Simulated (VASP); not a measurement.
# CdH6 (P4/mmm) in VASP: relaxation of cell and atoms with PBE

Aim: the relaxation of cell and atoms of CdH6 with PBE.

Program: VASP 6.6.1. These are calculated values, not measurements. Logs are shortened: lines on timing, memory, paths and dates and some standing lists are left out, and cuts for length are marked.

**1. The cell of the first run**

Symmetry: P4/mmm, No. 123, tetragonal system. The conventional cell has a = 3.849 Å, b = 3.849 Å, c = 7.169 Å, α = 90.00°, β = 90.00°, γ = 90.00°. Within 2.6 Å of Cd (site symmetry 4/mmm) lie 4 H at 1.92 Å. Within 1.0 Å of H (site symmetry m2m) lie 1 H at 0.75 Å. Within 2.6 Å of H (site symmetry mmm) lie 2 Cd at 1.92 Å.

The cell was built from a structure type or drawn by symmetry, and may not be a known phase.

**2. Relaxation of cell and atoms, PBE**

Contents of INCAR:

```
SYSTEM = CdH6
  PREC = Accurate
  ENCUT = 540
  EDIFF = 1E-7
  ISMEAR = 0
  SIGMA = 0.02
  LREAL = .False.
  LASPH = .True.
  NELM = 120
  ALGO = Normal
  ISIF = 3
  LWAVE = .False.
  LCHARG = .False.
  GGA = PE
  IBRION = 2
  NSW = 100
  EDIFFG = -0.01
  GGA_COMPAT = .False.
  NELMIN = 4
```

Contents of KPOINTS:

```
Automatic mesh
0
Gamma
  8 8 4
  0 0 0
```

Contents of POSCAR:

```
CdH6
1.0
    3.8489990187      0.0000000000      0.0000000000
    0.0000000000      3.8489990187      0.0000000000
    0.0000000000      0.0000000000      7.1692335934
Cd H
1 6
Direct
    0.5000000000      0.5000000000      0.5000000000
    0.9028898111      0.5000000000      0.0000000000
    0.0971101889      0.5000000000      0.0000000000
    0.5000000000      0.9028898111      0.0000000000
    0.5000000000      0.0971101889      0.0000000000
    0.0000000000      0.5000000000      0.5000000000
    0.5000000000      0.0000000000      0.5000000000
```

Potentials or basis: VASP PAW PBE potentials, release 64 (Cd_sv_GW, H).

Started as:

```
> cat potpaw_PBE.64/Cd_sv_GW/POTCAR potpaw_PBE.64/H/POTCAR > POTCAR
> mpirun -np 1 vasp_std > vasp.out
```

OUTCAR:

```text
SYSTEM = CdH6
   PREC = Accurate
   ENCUT = 540
   EDIFF = 1E-7
   ISMEAR = 0
   LREAL = .False.
   LASPH = .True.
   NELM = 120
   ISIF = 3
   GGA = PE
   IBRION = 2
   NSW = 100
   EDIFFG = -0.01
   NELMIN = 4

 ion  position               nearest neighbor table
   1  0.500  0.500  0.500-
   2  0.903  0.500  0.000-   3 0.75
   3  0.097  0.500  0.000-   2 0.75
   4  0.500  0.903  0.000-   5 0.75
   5  0.500  0.097  0.000-   4 0.75
   6  0.000  0.500  0.500-
   7  0.500  0.000  0.500-

  LATTYP: Found a simple tetragonal cell.
 ALAT       =     3.8489990187
 C/A-ratio  =     1.8626228686

  Lattice vectors:

 A1 = (   3.8489990187,   0.0000000000,   0.0000000000)
 A2 = (   0.0000000000,   3.8489990187,   0.0000000000)
 A3 = (   0.0000000000,   0.0000000000,   7.1692335934)

Analysis of symmetry for initial positions (statically):
=====================================================================
 Subroutine PRICEL returns:
 Original cell was already a primitive cell.

 Routine SETGRP: Setting up the symmetry group for a
 simple tetragonal supercell.

 Subroutine GETGRP returns: Found 16 space group operations
 (whereof 16 operations were pure point group operations)
 out of a pool of 16 trial point group operations.

The static configuration has the point symmetry D_4h.

Analysis of symmetry for dynamics (positions and initial velocities):
=====================================================================
 Subroutine PRICEL returns:
 Original cell was already a primitive cell.

 Routine SETGRP: Setting up the symmetry group for a
 simple tetragonal supercell.

 Subroutine GETGRP returns: Found 16 space group operations
 (whereof 16 operations were pure point group operations)
 out of a pool of 16 trial point group operations.

The dynamic configuration has the point symmetry D_4h.

 Subroutine INISYM returns: Found 16 space group operations
 (whereof 16 operations are pure point group operations),
 and found     1 'primitive' translations

----------------------------------------------------------------------------------------

                                     Primitive cell

  volume of cell :     106.2107

  direct lattice vectors                    reciprocal lattice vectors
     3.848999019  0.000000000  0.000000000     0.259807809  0.000000000  0.000000000
     0.000000000  3.848999019  0.000000000     0.000000000  0.259807809  0.000000000
     0.000000000  0.000000000  7.169233593     0.000000000  0.000000000  0.139484924

  length of vectors
     3.848999019  3.848999019  7.169233593     0.259807809  0.259807809  0.139484924

  position of ions in fractional coordinates (direct lattice)
     0.500000000  0.500000000  0.500000000
     0.902889811  0.500000000  0.000000000
     0.097110189  0.500000000  0.000000000
     0.500000000  0.902889811  0.000000000
     0.500000000  0.097110189  0.000000000
     0.000000000  0.500000000  0.500000000
     0.500000000  0.000000000  0.500000000

  ion indices of the primitive-cell ions
   primitive index   ion index
                 1           1
                 2           2
                 3           3
                 4           4
                 5           5
                 6           6
                 7           7

----------------------------------------------------------------------------------------

 KPOINTS: Automatic mesh

Automatic generation of k-mesh.
 Grid dimensions read from file:
 generate k-points for:    8    8    4

 Generating k-lattice:

  Cartesian coordinates                     Fractional coordinates (reciprocal lattice)
     0.032475976  0.000000000  0.000000000     0.125000000  0.000000000  0.000000000
     0.000000000  0.032475976  0.000000000     0.000000000  0.125000000  0.000000000
     0.000000000  0.000000000  0.034871231     0.000000000  0.000000000  0.250000000

  Length of vectors
     0.032475976  0.032475976  0.034871231

  Shift w.r.t. Gamma in fractional coordinates (k-lattice)
     0.000000000  0.000000000  0.000000000

 Subroutine IBZKPT returns following result:
 ===========================================

 Found     45 irreducible k-points:

 Following reciprocal coordinates:
            Coordinates               Weight
  0.000000  0.000000  0.000000      1.000000
  0.125000  0.000000  0.000000      4.000000
  0.250000  0.000000  0.000000      4.000000
  0.375000  0.000000  0.000000      4.000000
  0.500000  0.000000  0.000000      2.000000
  0.125000  0.125000  0.000000      4.000000
[... 16 lines left out ...]
  0.375000  0.125000  0.250000     16.000000
  0.500000  0.125000  0.250000      8.000000
 [... further k-points ...]
   k-points           NKPTS =     45   k-points in BZ     NKDIM =     45   number of bands    NBANDS=     17
   number of dos      NEDOS =    301   number of ions     NIONS =      7
   total plane-waves  NPLWV =  48600
   dimension x,y,z NGX =    30 NGY =   30 NGZ =   54
   dimension x,y,z NGXF=    60 NGYF=   60 NGZF=  108
   ions per type =               1   6
   NGX,Y,Z   is equivalent  to a cutoff of  12.96, 12.96, 12.52 a.u.
   NGXF,Y,Z  is equivalent  to a cutoff of  25.92, 25.92, 25.04 a.u.
 SYSTEM =  CdH6
   PREC   = accura    normal or accurate (medium, high low for compatibility)
   ISTART =      0    job   : 0-new  1-cont  2-samecut
   ICHARG =      2    charge: 1-file 2-atom 10-const
   ISPIN  =      1    spin polarized calculation?
   LNONCOLLINEAR =      F non collinear calculations
   LSORBIT =      F    spin-orbit coupling
   LASPH  =      T    aspherical Exc in radial PAW
   ENCUT  =  540.0 eV  39.69 Ry    6.30 a.u.   7.29  7.29 13.58*2*pi/ulx,y,z
   NELM   =    120;   NELMIN=  4; NELMDL= -5     # of ELM steps
   EDIFF  = 0.1E-06   stopping-criterion for ELM
   LREAL  =      F    real-space projection
   EDIFFG = -.1E-01   stopping-criterion for IOM
   NSW    =    100    number of steps for IOM
   IBRION =      2    ionic relax: 0-MD 1-quasi-New 2-CG
   NFREE  =      1    steps in history (QN), initial steepest desc. (CG)
   ISIF   =      3    stress and relaxation
   ISYM   =      2    0-nonsym 1-usesym 2-fastsym
   POTIM  = 0.5000    time-step for ionic-motion
   TEBEG  =    0.0;   TEEND  =   0.0 temperature during run
   PSTRESS=    0.0 pullay stress
   NELECT =      26.0000    total number of electrons
   NUPDOWN=      -1.0000    fix difference up-down
   EMIN   =  10.00;   EMAX   =-10.00  energy-range for DOS
   EFERMI =   0.00;   METHOD = LEGACY
   ISMEAR =     0;   SIGMA  =   0.02  broadening in eV -4-tet -1-fermi 0-gaus
   EFERMI_NEDOS =   21; number of points for ismear=-14 and -15
   IALGO  =     38    algorithm
   IMIX   =      4    mixing-type and parameters
     AMIX     =   0.40;   BMIX     =  1.00
     AMIX_MAG =   1.60;   BMIX_MAG =  1.00
  volume/ion in A,a.u.               =      15.17       102.39
  Fermi-wavevector in a.u.,A,eV,Ry     =   1.024102  1.935272 14.269582  1.048785
  Thomas-Fermi vector in A             =   2.157871
   LORBIT       =      0    0 simple, 1 ext, 2 COOP (PROOUT), +10 PAW based schemes
   GGA     = PE    functional components
   LHFCALC =     F    Hartree Fock is set to
   AEXX    =    0.0000 exact exchange contribution
   IVDW    =     0    specifies the selected vdW correction
   LEPSILON=     F    determine dielectric tensor
   LRPA    =     F    only Hartree local field effects (RPA)
 conjugate gradient relaxation of ions
 non-spin polarized calculation
 Gauss-broadening in eV      SIGMA  =   0.02
  energy-cutoff  :      540.00
  volume of cell :      106.21
 maximum number of plane-waves:      3053
 NGX is ok and might be reduce to    30
   NGX = 15   NGY = 15   NGZ = 27

--------------------------------------- Ionic step        1  -------------------------------------------

 number of electron      25.9999997 magnetization

 Free energy of the ion-electron system (eV)
  ---------------------------------------------------
  ext. energy  EPLUGINS =         0.00000000
  ---------------------------------------------------
  free energy    TOTEN  =       -19.69118720 eV

  energy without entropy =      -19.69117670  energy(sigma->0) =      -19.69118195

------------------------ aborting loop because EDIFF is reached ----------------------------------------

  FORCE on cell =-STRESS in cart. coord.  units (eV):
  Direction    XX          YY          ZZ          XY          YZ          ZX
  --------------------------------------------------------------------------------------
  -------------------------------------------------------------------------------------
  Total       -0.2511076     -0.2511076     -0.3062378      0.0000000      0.0000000      0.0000000
  in kB       -3.7879320     -3.7879320     -4.6195643      0.0000000      0.0000000      0.0000000
  external PRESSURE =      -4.0651428 kB  Pullay stress =       0.0000000 kB
[... 104 lines left out ...]
  FREE ENERGIE OF THE ION-ELECTRON SYSTEM (eV)
  ---------------------------------------------------
  free  energy   TOTEN  =       -19.6930028605 eV

  energy  without entropy=      -19.6929757970  energy(sigma->0) =      -19.69298933

[... ionic steps 4 to 13 ...]

--------------------------------------- Ionic step       14  -------------------------------------------

 number of electron      25.9999996 magnetization

------------------------ aborting loop because EDIFF is reached ----------------------------------------
[... 77 lines left out ...]
--------------------------------------- Ionic step       16  -------------------------------------------

 number of electron      25.9999996 magnetization

 Free energy of the ion-electron system (eV)
  ---------------------------------------------------
  ext. energy  EPLUGINS =         0.00000000
  ---------------------------------------------------
  free energy    TOTEN  =       -19.70347239 eV

  energy without entropy =      -19.70298382  energy(sigma->0) =      -19.70322811

 E-fermi :  -0.2357     XC(G=0):  -6.5698

 val. band max:       -0.2469136417   @ k =   0.1250   0.1250   0.2500
 cond. band min:      -0.2352999418   @ k =   0.1250   0.1250   0.0000
 fundamental gap:      0.0116137000
 Fermi energy:        -0.2357325419

 k-point     1 :       0.0000    0.0000    0.0000
  band No.  band energies     occupation
      1    -103.1728      2.00000
      2     -64.3189      2.00000
      3     -64.1682      2.00000
      4     -64.1682      2.00000
      5      -9.9091      2.00000
      6      -9.6238      2.00000
[... 457 lines left out ...]
      4     -64.1682      2.00000
      5      -9.6584      2.00000
      6      -9.0557      2.00000
[... 9 lines left out ...]
     16       4.5929      0.00000
     17       4.9137      0.00000

 [... further k-points ...]

------------------------ aborting loop because EDIFF is reached ----------------------------------------

  FORCE on cell =-STRESS in cart. coord.  units (eV):
  Direction    XX          YY          ZZ          XY          YZ          ZX
  --------------------------------------------------------------------------------------
  -------------------------------------------------------------------------------------
  Total       -0.0142330     -0.0142330      0.0043457      0.0000000     -0.0000000      0.0000000
  in kB       -0.2339866     -0.2339866      0.0714427      0.0000000     -0.0000000      0.0000000
  external PRESSURE =      -0.1321768 kB  Pullay stress =       0.0000000 kB
[... 22 lines left out ...]
  FREE ENERGIE OF THE ION-ELECTRON SYSTEM (eV)
  ---------------------------------------------------
  free  energy   TOTEN  =       -19.7034723947 eV

  energy  without entropy=      -19.7029838175  energy(sigma->0) =      -19.70322811

 reached required accuracy - stopping structural energy minimisation
```

Run time: 24 min. Hardware: 1 thread of Intel Xeon Platinum 8259CL at 2.50GHz (Skylake/Cascade Lake), shared host; peak memory 0.29 GiB.

Results:

```
Free energy                           : -19.7035 eV
Relaxed volume                        : 13.92 Å³/atom
Relaxed cell                          : a = 3.830 Å, b = 3.830 Å, c = 6.645 Å, α = 90.00°, β = 90.00°, γ = 90.00°
Space group after relaxing (to 0.1 Å) : P4/mmm (No. 123)
Energy gained by relaxing             : 1.8 meV/atom
Ionic steps                           : 16
Pressure after relaxing               : 0.0 GPa
Band gap on the k mesh                : zero (bands 13 and 14 overlap by 2.26 eV)
```

Step by step:
```tsv
step	energy change (eV)	largest force (eV/Å)	pressure (GPa)	volume (Å³)
1	0.0000	0.0092	-0.41	106.21
2	-0.0012	0.0662	-0.26	105.62
3	-0.0018	0.1671	-0.06	104.85
4	-0.0022	0.1483	-0.05	104.69
5	-0.0031	0.0926	-0.03	104.23
6	-0.0038	0.0164	0.03	103.31
7	-0.0038	0.0217	0.04	103.26
8	-0.0040	0.0213	0.04	103.20
9	-0.0045	0.0199	0.04	103.03
10	-0.0054	0.0170	0.03	102.70
11	-0.0070	0.0110	0.04	102.02
12	-0.0096	0.0026	0.03	100.67
13	-0.0122	0.0324	0.02	97.94
14	-0.0122	0.0365	0.01	97.49
15	-0.0066	0.4257	-0.40	97.05
16	-0.0123	0.0008	-0.01	97.46
```

Final structure:
```
Cd H
1.0
     3.82978    0.00000    0.00000
     0.00000    3.82978    0.00000
     0.00000    0.00000    6.64463
Cd H
1 6
Direct
  0.50000 0.50000 0.50000
  0.90235 0.50000 0.00000
  0.09765 0.50000 0.00000
  0.50000 0.90235 0.00000
  0.50000 0.09765 0.00000
  0.00000 0.50000 0.50000
  0.50000 0.00000 0.50000
```
